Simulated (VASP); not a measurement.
# LiBr (rocksalt type) (Fm-3m) in VASP: notebook, part 2 of 2

VASP 6.6.1.

**3. Density of states, PBE**

This run uses another cell than the first one, of 20.91 Å³/atom, 2.500 times its volume.

Contents of POSCAR:

```
LiBr
1.0
    0.0000000000      2.7547920068      2.7547920068
    2.7547920068      0.0000000000      2.7547920068
    2.7547920068      2.7547920068      0.0000000000
Li Br
1 1
Direct
    0.0000000000      0.0000000000      0.0000000000
    0.5000000000      0.5000000000      0.5000000000
```

Contents of INCAR.step1:

```
SYSTEM = LiBr
PREC = Accurate
ENCUT = 650
EDIFF = 1E-6
ISMEAR = -1
SIGMA = 0.05
LREAL = .False.
LASPH = .True.
NELM = 120
ALGO = Normal
ISIF = 2
LWAVE = .False.
LCHARG = .True.
GGA = PE
NBANDS = 12
GGA_COMPAT = .False.
NEDOS = 2001
LORBIT = 11
```

Contents of KPOINTS.step1:

```
Automatic mesh
0
Gamma
  13 13 13
  0 0 0
```

Contents of INCAR.step2:

```
SYSTEM = LiBr
PREC = Accurate
ENCUT = 650
EDIFF = 1E-6
ISMEAR = -5
SIGMA = 0.05
LREAL = .False.
LASPH = .True.
NELM = 120
ALGO = Normal
ISIF = 2
LWAVE = .False.
LCHARG = .False.
GGA = PE
LORBIT = 11
NBANDS = 12
NEDOS = 1001
ICHARG = 11
GGA_COMPAT = .False.
```

Contents of KPOINTS.step2:

```
Automatic mesh
0
Gamma
  20 20 20
  0 0 0
```

Potentials or basis: VASP PAW PBE potentials, release 64 (Li_sv, Br).

Launch:

```
cat potpaw_PBE.64/Li_sv/POTCAR potpaw_PBE.64/Br/POTCAR > POTCAR
cp INCAR.step1 INCAR
cp KPOINTS.step1 KPOINTS
mpirun -np 1 vasp_std > vasp.out
cp INCAR.step2 INCAR
cp KPOINTS.step2 KPOINTS
mpirun -np 1 vasp_std > vasp.out
```

OUTCAR:

```text
SYSTEM = LiBr
   PREC = Accurate
   ENCUT = 650
   EDIFF = 1E-6
   ISMEAR = -5
   LREAL = .False.
   LASPH = .True.
   NELM = 120
   ISIF = 2
   GGA = PE
   LORBIT = 11
   ICHARG = 11

 ion  position               nearest neighbor table
   1  0.000  0.000  0.000-
   2  0.500  0.500  0.500-

  LATTYP: Found a face centered cubic cell.
 ALAT       =     5.5095840136

  Lattice vectors:

 A1 = (   0.0000000000,   2.7547920068,   2.7547920068)
 A2 = (   2.7547920068,   0.0000000000,   2.7547920068)
 A3 = (   2.7547920068,   2.7547920068,   0.0000000000)

Analysis of symmetry for initial positions (statically):
=====================================================================
 Subroutine PRICEL returns:
 Original cell was already a primitive cell.

 Routine SETGRP: Setting up the symmetry group for a
 face centered cubic supercell.

 Subroutine GETGRP returns: Found 48 space group operations
 (whereof 48 operations were pure point group operations)
 out of a pool of 48 trial point group operations.

The static configuration has the point symmetry O_h .

Analysis of symmetry for dynamics (positions and initial velocities):
=====================================================================
 Subroutine PRICEL returns:
 Original cell was already a primitive cell.

 Routine SETGRP: Setting up the symmetry group for a
 face centered cubic supercell.

 Subroutine GETGRP returns: Found 48 space group operations
 (whereof 48 operations were pure point group operations)
 out of a pool of 48 trial point group operations.

The dynamic configuration has the point symmetry O_h .

 Subroutine INISYM returns: Found 48 space group operations
 (whereof 48 operations are pure point group operations),
 and found     1 'primitive' translations

----------------------------------------------------------------------------------------

                                     Primitive cell

  volume of cell :      41.8116

  direct lattice vectors                    reciprocal lattice vectors
     0.000000000  2.754792007  2.754792007    -0.181501906  0.181501906  0.181501906
     2.754792007  0.000000000  2.754792007     0.181501906 -0.181501906  0.181501906
     2.754792007  2.754792007  0.000000000     0.181501906  0.181501906 -0.181501906

  length of vectors
     3.895864218  3.895864218  3.895864218     0.314370523  0.314370523  0.314370523

  position of ions in fractional coordinates (direct lattice)
     0.000000000  0.000000000  0.000000000
     0.500000000  0.500000000  0.500000000

  ion indices of the primitive-cell ions
   primitive index   ion index
                 1           1
                 2           2

----------------------------------------------------------------------------------------

 KPOINTS: Automatic mesh

Automatic generation of k-mesh.
 Grid dimensions read from file:
 generate k-points for:   20   20   20

 Generating k-lattice:

  Cartesian coordinates                     Fractional coordinates (reciprocal lattice)
    -0.009075095  0.009075095  0.009075095     0.050000000  0.000000000  0.000000000
[... 42 lines left out ...]
 [... further k-points ...]
   k-points           NKPTS =    256   k-points in BZ     NKDIM =    256   number of bands    NBANDS=     12
   number of dos      NEDOS =   1001   number of ions     NIONS =      2
   total plane-waves  NPLWV =  32768
   dimension x,y,z NGX =    32 NGY =   32 NGZ =   32
   dimension x,y,z NGXF=    64 NGYF=   64 NGZF=   64
   ions per type =               1   1
   NGX,Y,Z   is equivalent  to a cutoff of  13.66, 13.66, 13.66 a.u.
   NGXF,Y,Z  is equivalent  to a cutoff of  27.31, 27.31, 27.31 a.u.
 SYSTEM =  LiBr
   PREC   = accura    normal or accurate (medium, high low for compatibility)
   ISTART =      0    job   : 0-new  1-cont  2-samecut
   ICHARG =     11    charge: 1-file 2-atom 10-const
   ISPIN  =      1    spin polarized calculation?
   LNONCOLLINEAR =      F non collinear calculations
   LSORBIT =      F    spin-orbit coupling
   LASPH  =      T    aspherical Exc in radial PAW
   ENCUT  =  650.0 eV  47.77 Ry    6.91 a.u.   8.10  8.10  8.10*2*pi/ulx,y,z
   NELM   =    120;   NELMIN=  2; NELMDL=  0     # of ELM steps
   EDIFF  = 0.1E-05   stopping-criterion for ELM
   LREAL  =      F    real-space projection
   EDIFFG = 0.1E-04   stopping-criterion for IOM
   NSW    =      0    number of steps for IOM
   IBRION =     -1    ionic relax: 0-MD 1-quasi-New 2-CG
   NFREE  =      0    steps in history (QN), initial steepest desc. (CG)
   ISIF   =      2    stress and relaxation
   ISYM   =      2    0-nonsym 1-usesym 2-fastsym
   POTIM  = 0.5000    time-step for ionic-motion
   TEBEG  =    0.0;   TEEND  =   0.0 temperature during run
   PSTRESS=    0.0 pullay stress
   NELECT =      10.0000    total number of electrons
   NUPDOWN=      -1.0000    fix difference up-down
   EMIN   =  10.00;   EMAX   =-10.00  energy-range for DOS
   EFERMI =   0.00;   METHOD = LEGACY
   ISMEAR =    -5;   SIGMA  =   0.05  broadening in eV -4-tet -1-fermi 0-gaus
   EFERMI_NEDOS =   21; number of points for ismear=-14 and -15
   IALGO  =     38    algorithm
   IMIX   =      4    mixing-type and parameters
     AMIX     =   0.40;   BMIX     =  1.00
     AMIX_MAG =   1.60;   BMIX_MAG =  1.00
  volume/ion in A,a.u.               =      20.91       141.08
  Fermi-wavevector in a.u.,A,eV,Ry     =   1.016193  1.920326 14.050020  1.032647
  Thomas-Fermi vector in A             =   2.149522
   LORBIT       =     11    0 simple, 1 ext, 2 COOP (PROOUT), +10 PAW based schemes
   GGA     = PE    functional components
   LHFCALC =     F    Hartree Fock is set to
   AEXX    =    0.0000 exact exchange contribution
   IVDW    =     0    specifies the selected vdW correction
   LEPSILON=     F    determine dielectric tensor
   LRPA    =     F    only Hartree local field effects (RPA)
 non-spin polarized calculation
 Fermi weights with tetrahedron method with Bloechl corrections
  energy-cutoff  :      650.00
  volume of cell :       41.81
 maximum number of plane-waves:      1596

 number of electron      10.0000007 magnetization

 Free energy of the ion-electron system (eV)
  ---------------------------------------------------
  ext. energy  EPLUGINS =         0.00000000
  ---------------------------------------------------
  free energy    TOTEN  =        -6.64301635 eV

  energy without entropy =       -6.64301635  energy(sigma->0) =       -6.64301635

 E-fermi :   0.3146     XC(G=0):  -8.4068

 val. band max:        0.2833665124   @ k =  -0.1000   0.1000   0.0000
 cond. band min:       5.2057770750   @ k =   0.0000   0.0000   0.0000
 fundamental gap:      4.9224105626
 Fermi energy:         0.3146021232

 k-point     1 :       0.0000    0.0000    0.0000
  band No.  band energies     occupation
      1     -44.1288      2.00000
      2     -13.1364      2.00000
      3       0.2798      2.00000
      4       0.2798      2.00000
      5       0.2798      2.00000
      6       5.2058      0.00000
      7      10.7763      0.00000
      8      10.7763      0.00000
      9      10.7763      0.00000
     10      12.4991      0.00000
     11      12.4991      0.00000
     12      12.4991      0.00000
[... 331 lines left out ...]
 k-point    24 :      -0.3500    0.0500    0.0000
  band No.  band energies     occupation
      1     -44.1280      2.00000
      2     -12.7487      2.00000
      3      -2.1955      2.00000
      4      -0.0698      2.00000
      5       0.0927      2.00000
      6       6.1765      0.00000
      7       8.6472      0.00000
      8       8.7648      0.00000
      9      11.0499      0.00000
     10      13.6861      0.00000
     11      13.8146      0.00000
     12      14.8890      0.00000

 [... further k-points ...]
[... 5 lines left out ...]
  --------------------------------------------------------------------------------------
  -------------------------------------------------------------------------------------
  Total       -0.0169786     -0.0169786     -0.0169786      0.0000000      0.0000000     -0.0000000
  in kB       -0.6506039     -0.6506039     -0.6506039      0.0000000      0.0000000     -0.0000000
  external PRESSURE =      -0.6506039 kB  Pullay stress =       0.0000000 kB

 VOLUME and BASIS-vectors are now :
 -----------------------------------------------------------------------------
  energy-cutoff  :      650.00
  volume of cell :       41.81
      direct lattice vectors                 reciprocal lattice vectors
     0.000000000  2.754792007  2.754792007    -0.181501906  0.181501906  0.181501906
     2.754792007  0.000000000  2.754792007     0.181501906 -0.181501906  0.181501906
     2.754792007  2.754792007  0.000000000     0.181501906  0.181501906 -0.181501906

 POSITION                                       TOTAL-FORCE (eV/Angst)
 -----------------------------------------------------------------------------------
      0.00000      0.00000      0.00000         0.000000      0.000000      0.000000
      2.75479      2.75479      2.75479         0.000000      0.000000      0.000000
 -----------------------------------------------------------------------------------
    total drift:                                0.000000     -0.000000      0.000000

  FREE ENERGIE OF THE ION-ELECTRON SYSTEM (eV)
  ---------------------------------------------------
  free  energy   TOTEN  =        -6.6430163486 eV

  energy  without entropy=       -6.6430163486  energy(sigma->0) =       -6.64301635

 total charge

# of ion       s       p       d       tot
------------------------------------------
    1        2.005   0.031   0.000   2.036
    2        1.602   3.309   0.005   4.916
--------------------------------------------------
tot          3.607   3.340   0.005   6.952
```

Wall time 2.4 min (1 thread of AMD EPYC 7R43 (Zen 3), shared host); peak memory 0.26 GiB.

Results:

- Valence electrons inside the program's atomic spheres: Li 2.04; Br 4.92
